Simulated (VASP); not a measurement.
# BaZrO3 (Pm-3m) in VASP: further runs

The runs below take BaZrO3 through single point, relaxation of cell and atoms, with RPBE+D4, PBEsol+D3(BJ), PBEsol+D4, RPBE+D3(BJ).

Program: VASP 6.6.1. These are calculated values, not measurements. Logs are shortened: lines on timing, memory, paths and dates and some standing lists are left out, and cuts for length are marked.

### Step 1. The cell of the first run

It takes space group Pm-3m (No. 221, cubic). The conventional cell has a = 4.220 Å, b = 4.220 Å, c = 4.220 Å, α = 90.00°, β = 90.00°, γ = 90.00°. Within 3.9 Å of Ba (site symmetry m-3m) lie 12 O at 2.98 Å and 8 Zr at 3.65 Å. Zr (site symmetry m-3m) has 6 O at 2.11 Å within 2.8 Å. Within 2.8 Å of O (site symmetry 4/mmm) lie 2 Zr at 2.11 Å.

### Step 2. Single point, RPBE+D4

INCAR

```
SYSTEM = BaZrO3
PREC = Accurate
ENCUT = 520
EDIFF = 1E-7
ISMEAR = -1
SIGMA = 0.05
LREAL = .FALSE.
LASPH = .TRUE.
NELM = 100
ALGO = Normal
ISIF = 2
LWAVE = .FALSE.
LCHARG = .FALSE.
GGA = RP
IVDW = 13
NBANDS = 28
```

KPOINTS

```
regular mesh
0
G
  6 6 6
  0 0 0
```

POSCAR

```
BaZrO3
1.0
    4.2201386473      0.0000000000      0.0000000000
    0.0000000000      4.2201386473      0.0000000000
    0.0000000000      0.0000000000      4.2201386473
Ba Zr O
1 1 3
Direct
    0.0000000000      0.0000000000      0.0000000000
    0.5000000000      0.5000000000      0.5000000000
    0.5000000000      0.5000000000      0.0000000000
    0.5000000000      0.0000000000      0.5000000000
    0.0000000000      0.5000000000      0.5000000000
```

Potentials or basis: VASP PAW PBE potentials, release 64 (Ba_sv, Zr_sv, O).

On the command line:

```sh
$ cat potpaw_PBE.64/Ba_sv/POTCAR potpaw_PBE.64/Zr_sv/POTCAR potpaw_PBE.64/O/POTCAR > POTCAR
$ mpirun -np 1 vasp_std > vasp.out
```

OUTCAR:

```text
SYSTEM = BaZrO3
   PREC = Accurate
   ENCUT = 520
   EDIFF = 1E-7
   ISMEAR = -1
   LREAL = .FALSE.
   LASPH = .TRUE.
   NELM = 100
   ISIF = 2
   GGA = RP
   IVDW = 13

 ion  position               nearest neighbor table
   1  0.000  0.000  0.000-   3 2.98   4 2.98   5 2.98   4 2.98   5 2.98   3 2.98   5 2.98   5 2.98
                             3 2.98   4 2.98   4 2.98   3 2.98   2 3.65   2 3.65   2 3.65   2 3.65
   2  0.500  0.500  0.500-   3 2.11   4 2.11   5 2.11   3 2.11   4 2.11   5 2.11   1 3.65   1 3.65
                             1 3.65   1 3.65   1 3.65   1 3.65   1 3.65   1 3.65
   3  0.500  0.500  0.000-   2 2.11   2 2.11   1 2.98   1 2.98   1 2.98   1 2.98
   4  0.500  0.000  0.500-   2 2.11   2 2.11   1 2.98   1 2.98   1 2.98   1 2.98
   5  0.000  0.500  0.500-   2 2.11   2 2.11   1 2.98   1 2.98   1 2.98   1 2.98

  LATTYP: Found a simple cubic cell.
 ALAT       =     4.2201386473

  Lattice vectors:

 A1 = (   4.2201386473,   0.0000000000,   0.0000000000)
 A2 = (   0.0000000000,   4.2201386473,   0.0000000000)
 A3 = (   0.0000000000,   0.0000000000,   4.2201386473)

Analysis of symmetry for initial positions (statically):
=====================================================================
 Subroutine PRICEL returns:
 Original cell was already a primitive cell.

 Routine SETGRP: Setting up the symmetry group for a
 simple cubic supercell.

 Subroutine GETGRP returns: Found 48 space group operations
 (whereof 48 operations were pure point group operations)
 out of a pool of 48 trial point group operations.

The static configuration has the point symmetry O_h .

Analysis of symmetry for dynamics (positions and initial velocities):
=====================================================================
 Subroutine PRICEL returns:
 Original cell was already a primitive cell.

 Routine SETGRP: Setting up the symmetry group for a
 simple cubic supercell.

 Subroutine GETGRP returns: Found 48 space group operations
 (whereof 48 operations were pure point group operations)
 out of a pool of 48 trial point group operations.

The dynamic configuration has the point symmetry O_h .

 Subroutine INISYM returns: Found 48 space group operations
 (whereof 48 operations are pure point group operations),
 and found     1 'primitive' translations

----------------------------------------------------------------------------------------

                                     Primitive cell

  volume of cell :      75.1589

  direct lattice vectors                    reciprocal lattice vectors
     4.220138647  0.000000000  0.000000000     0.236959039  0.000000000  0.000000000
     0.000000000  4.220138647  0.000000000     0.000000000  0.236959039  0.000000000
     0.000000000  0.000000000  4.220138647     0.000000000  0.000000000  0.236959039

  length of vectors
     4.220138647  4.220138647  4.220138647     0.236959039  0.236959039  0.236959039

  position of ions in fractional coordinates (direct lattice)
     0.000000000  0.000000000  0.000000000
     0.500000000  0.500000000  0.500000000
     0.500000000  0.500000000  0.000000000
     0.500000000  0.000000000  0.500000000
     0.000000000  0.500000000  0.500000000

  ion indices of the primitive-cell ions
   primitive index   ion index
                 1           1
                 2           2
                 3           3
                 4           4
                 5           5

----------------------------------------------------------------------------------------

 KPOINTS: regular mesh

Automatic generation of k-mesh.
 Grid dimensions read from file:
 generate k-points for:    6    6    6

 Generating k-lattice:

  Cartesian coordinates                     Fractional coordinates (reciprocal lattice)
     0.039493173  0.000000000  0.000000000     0.166666667  0.000000000  0.000000000
     0.000000000  0.039493173  0.000000000     0.000000000  0.166666667  0.000000000
     0.000000000  0.000000000  0.039493173     0.000000000  0.000000000  0.166666667

  Length of vectors
     0.039493173  0.039493173  0.039493173

  Shift w.r.t. Gamma in fractional coordinates (k-lattice)
     0.000000000  0.000000000  0.000000000

 Subroutine IBZKPT returns following result:
 ===========================================

 Found     20 irreducible k-points:

 Following reciprocal coordinates:
            Coordinates               Weight
  0.000000  0.000000  0.000000      1.000000
  0.166667  0.000000  0.000000      6.000000
  0.333333  0.000000  0.000000      6.000000
  0.500000  0.000000  0.000000      3.000000
  0.166667  0.166667  0.000000     12.000000
  0.333333  0.166667  0.000000     24.000000
[... 12 lines left out ...]
  0.500000  0.500000  0.333333      6.000000
  0.500000  0.500000  0.500000      1.000000
   k-points           NKPTS =     20   k-points in BZ     NKDIM =     20   number of bands    NBANDS=     28
   number of dos      NEDOS =    301   number of ions     NIONS =      5
   total plane-waves  NPLWV =  32768
   dimension x,y,z NGX =    32 NGY =   32 NGZ =   32
   dimension x,y,z NGXF=    64 NGYF=   64 NGZF=   64
   ions per type =               1   1   3
   NGX,Y,Z   is equivalent  to a cutoff of  12.61, 12.61, 12.61 a.u.
   NGXF,Y,Z  is equivalent  to a cutoff of  25.21, 25.21, 25.21 a.u.
 SYSTEM =  BaZrO3
   PREC   = accura    normal or accurate (medium, high low for compatibility)
   ISTART =      0    job   : 0-new  1-cont  2-samecut
   ICHARG =      2    charge: 1-file 2-atom 10-const
   ISPIN  =      1    spin polarized calculation?
   LNONCOLLINEAR =      F non collinear calculations
   LSORBIT =      F    spin-orbit coupling
   LASPH  =      T    aspherical Exc in radial PAW
   ENCUT  =  520.0 eV  38.22 Ry    6.18 a.u.   7.85  7.85  7.85*2*pi/ulx,y,z
   NELM   =    100;   NELMIN=  2; NELMDL= -5     # of ELM steps
   EDIFF  = 0.1E-06   stopping-criterion for ELM
   LREAL  =      F    real-space projection
   EDIFFG = 0.1E-05   stopping-criterion for IOM
   NSW    =      0    number of steps for IOM
   IBRION =     -1    ionic relax: 0-MD 1-quasi-New 2-CG
   NFREE  =      0    steps in history (QN), initial steepest desc. (CG)
   ISIF   =      2    stress and relaxation
   ISYM   =      2    0-nonsym 1-usesym 2-fastsym
   POTIM  = 0.5000    time-step for ionic-motion
   TEBEG  =    0.0;   TEEND  =   0.0 temperature during run
   PSTRESS=    0.0 pullay stress
   NELECT =      40.0000    total number of electrons
   NUPDOWN=      -1.0000    fix difference up-down
   EMIN   =  10.00;   EMAX   =-10.00  energy-range for DOS
   EFERMI =   0.00;   METHOD = LEGACY
   ISMEAR =    -1;   SIGMA  =   0.05  broadening in eV -4-tet -1-fermi 0-gaus
   EFERMI_NEDOS =   21; number of points for ismear=-14 and -15
   IALGO  =     38    algorithm
   IMIX   =      4    mixing-type and parameters
     AMIX     =   0.40;   BMIX     =  1.00
     AMIX_MAG =   1.60;   BMIX_MAG =  1.00
  volume/ion in A,a.u.               =      15.03       101.44
  Fermi-wavevector in a.u.,A,eV,Ry     =   1.326686  2.507073 23.947552  1.760095
  Thomas-Fermi vector in A             =   2.456054
   LORBIT       =      0    0 simple, 1 ext, 2 COOP (PROOUT), +10 PAW based schemes
   GGA     = RP    functional components
   LHFCALC =     F    Hartree Fock is set to
   AEXX    =    0.0000 exact exchange contribution
   IVDW    =    13    specifies the selected vdW correction
   LEPSILON=     F    determine dielectric tensor
   LRPA    =     F    only Hartree local field effects (RPA)
 non-spin polarized calculation
  energy-cutoff  :      520.00
  volume of cell :       75.16
 maximum number of plane-waves:      2048
 NGX is ok and might be reduce to    32
   NGX = 15   NGY = 15   NGZ = 15

 number of electron      39.9999988 magnetization

 Free energy of the ion-electron system (eV)
  ---------------------------------------------------
  ext. energy  EPLUGINS =         0.00000000
  ---------------------------------------------------
  free energy    TOTEN  =       -39.68838189 eV

  energy without entropy =      -39.68838189  energy(sigma->0) =      -39.68838189

 E-fermi :   4.9821     XC(G=0): -10.4501

 val. band max:        3.7936016397   @ k =   0.5000   0.5000   0.5000
 cond. band min:       6.9844732086   @ k =   0.0000   0.0000   0.0000
 fundamental gap:      3.1908715689
 Fermi energy:         4.9820540522

 k-point     1 :       0.0000    0.0000    0.0000
  band No.  band energies     occupation
      1     -43.4163      2.00000
      2     -21.6589      2.00000
      3     -21.5409      2.00000
      4     -21.5409      2.00000
      5     -21.5409      2.00000
      6     -12.6328      2.00000
[... 20 lines left out ...]
     27      10.9917      0.00000
     28      10.9917      0.00000

 k-point     2 :       0.1667    0.0000    0.0000
  band No.  band energies     occupation
      1     -43.4156      2.00000
      2     -21.7311      2.00000
      3     -21.5393      2.00000
      4     -21.5393      2.00000
      5     -21.5132      2.00000
      6     -12.6336      2.00000
[... 20 lines left out ...]
     27      10.9925      0.00000
     28      11.8522      0.00000

 k-point     3 :       0.3333    0.0000    0.0000
  band No.  band energies     occupation
      1     -43.4141      2.00000
      2     -21.8509      2.00000
      3     -21.5363      2.00000
      4     -21.5363      2.00000
      5     -21.4784      2.00000
      6     -12.7233      2.00000
[... 20 lines left out ...]
     27      11.3166      0.00000
     28      11.5410      0.00000

 k-point     4 :       0.5000    0.0000    0.0000
  band No.  band energies     occupation
      1     -43.4133      2.00000
      2     -21.9060      2.00000
      3     -21.5348      2.00000
      4     -21.5348      2.00000
      5     -21.4637      2.00000
      6     -12.7759      2.00000
[... 20 lines left out ...]
     27      11.0419      0.00000
     28      12.1930      0.00000

 k-point     5 :       0.1667    0.1667    0.0000
  band No.  band energies     occupation
      1     -43.4148      2.00000
      2     -21.7474      2.00000
      3     -21.5979      2.00000
      4     -21.5379      2.00000
      5     -21.4835      2.00000
      6     -12.5840      2.00000
[... 20 lines left out ...]
     27      11.4393      0.00000
     28      11.8031      0.00000

 k-point     6 :       0.3333    0.1667    0.0000
  band No.  band energies     occupation
      1     -43.4133      2.00000
      2     -21.8285      2.00000
      3     -21.6074      2.00000
      4     -21.5349      2.00000
      5     -21.4789      2.00000
      6     -12.6176      2.00000
[... 339 lines left out ...]
      5     -21.5324      2.00000
      6     -11.8956      2.00000
[... 20 lines left out ...]
     27      12.0049      0.00000
     28      12.0049      0.00000

 k-point    18 :       0.5000    0.3333    0.3333
  band No.  band energies     occupation
      1     -43.4089      2.00000
      2     -21.7700      2.00000
      3     -21.7021      2.00000
      4     -21.7005      2.00000
      5     -21.5478      2.00000
      6     -11.8403      2.00000
[... 20 lines left out ...]
     27      11.9623      0.00000
     28      12.6093      0.00000

 k-point    19 :       0.5000    0.5000    0.3333
  band No.  band energies     occupation
      1     -43.4082      2.00000
      2     -21.7554      2.00000
      3     -21.7554      2.00000
      4     -21.6994      2.00000
      5     -21.5529      2.00000
      6     -11.7519      2.00000
[... 20 lines left out ...]
     27      12.2068      0.00000
     28      12.9012      0.00000

 k-point    20 :       0.5000    0.5000    0.5000
  band No.  band energies     occupation
      1     -43.4074      2.00000
      2     -21.7533      2.00000
      3     -21.7533      2.00000
      4     -21.7533      2.00000
      5     -21.5449      2.00000
      6     -11.4909      2.00000
[... 20 lines left out ...]
     27      12.7858      0.00000
     28      12.7858      0.00000

------------------------ aborting loop because EDIFF is reached ----------------------------------------

  DFT-D4 for vdW energy calculation

  Edisp (eV):   -1.91824

  FORCE on cell =-STRESS in cart. coord.  units (eV):
  Direction    XX          YY          ZZ          XY          YZ          ZX
  --------------------------------------------------------------------------------------
  -------------------------------------------------------------------------------------
  Total       0.43659     0.43659     0.43659    -0.00000     0.00000     0.00000
  in kB       9.30697     9.30697     9.30697    -0.00000     0.00000     0.00000
  external pressure =        9.31 kB  Pullay stress =        0.00 kB

 VOLUME and BASIS-vectors are now :
 -----------------------------------------------------------------------------
  energy-cutoff  :      520.00
  volume of cell :       75.16
      direct lattice vectors                 reciprocal lattice vectors
     4.220138647  0.000000000  0.000000000     0.236959039  0.000000000  0.000000000
     0.000000000  4.220138647  0.000000000     0.000000000  0.236959039  0.000000000
     0.000000000  0.000000000  4.220138647     0.000000000  0.000000000  0.236959039

 POSITION                                       TOTAL-FORCE (eV/Angst)
 -----------------------------------------------------------------------------------
      0.00000      0.00000      0.00000         0.000000      0.000000      0.000000
      2.11007      2.11007      2.11007         0.000000      0.000000      0.000000
      2.11007      2.11007      0.00000         0.000000      0.000000      0.000000
      2.11007      0.00000      2.11007         0.000000      0.000000      0.000000
      0.00000      2.11007      2.11007         0.000000      0.000000      0.000000
 -----------------------------------------------------------------------------------
    total drift:                                0.000000     -0.000000     -0.000000

  FREE ENERGIE OF THE ION-ELECTRON SYSTEM (eV)
  ---------------------------------------------------
  free  energy   TOTEN  =       -41.6066243606 eV

  energy  without entropy=      -41.6066243606  energy(sigma->0) =      -41.60662436
```

Wall time 48 s (1 thread of Intel Xeon 8259CL, shared host); peak memory 0.2 GiB.

What came out:

* Free energy: -41.6066 eV
* Pressure: 0.9 GPa
* Band gap on the k mesh: 3.19 eV (least direct gap 3.44 eV)
* Dispersion energy per atom: -0.384 eV

Levels at points of the mesh, in eV from the valence-band top:
```csv
k point,band 17,band 18,band 19,band 20,band 21,band 22,band 23,band 24
"(0.00, 0.00, 0.00)",-0.95,-0.25,-0.25,-0.25,3.19,3.19,3.19,4.74
"(0.50, 0.00, 0.00)",-1.69,-1.60,-0.48,-0.48,3.61,5.59,5.59,6.43
"(0.50, 0.50, 0.00)",-0.93,-0.93,-0.83,-0.07,5.57,5.57,6.37,6.41
"(0.50, 0.50, 0.50)",-2.52,0.00,0.00,0.00,5.95,5.95,5.95,6.83
```

Caveat: the PAW data sets were made with another functional, which shifts forces and pressure a little; spin-orbit coupling is left out, which moves the levels of the heavy elements. As with any semilocal functional, this RPBE gap is likely too small.

(Part 1 of 3 ends here.)
